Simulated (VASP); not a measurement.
Ta, 4 atoms in the cell. The typed cell holds 4 atoms: a = 4.741 Å, b = 4.643 Å, c = 4.613 Å, α = 60.96°, β = 60.79°, γ = 59.63°.  This cell differs from its parent crystal: atoms moved at random and the cell strained at random.

```yaml
Program: VASP 6.6.1
Task: single point
Functional: PBEsol
Potentials_or_basis: VASP PAW PBE potentials, release 64 (Ta_pv)
Cutoff: 520 eV
k_mesh: 10 × 10 × 10
Occupations: gaussian, width 0.15 eV
Spin: no spin polarisation
Dipole_correction: no
Further_INCAR_settings: ALGO = Fast; EDIFF = 1e-06; NBANDS = 30
```

Potentials or basis: VASP PAW PBE potentials, release 64 (Ta_pv).

The run is started by

```sh
$ cat potpaw_PBE.64/Ta_pv/POTCAR > POTCAR
$ mpirun -np 1 vasp_std > vasp.out
```

Hardware: 1 thread of Intel(R) Xeon(R) 6975P-C (Granite Rapids), with other jobs on the host.

Question: Estimate the wall time of this run.

Answer: It took 9.5 min on 1 thread of Intel(R) Xeon(R) 6975P-C (Granite Rapids), on a shared host, peak memory 0.82 GiB. Counts: scf iterations 15, k points 504.
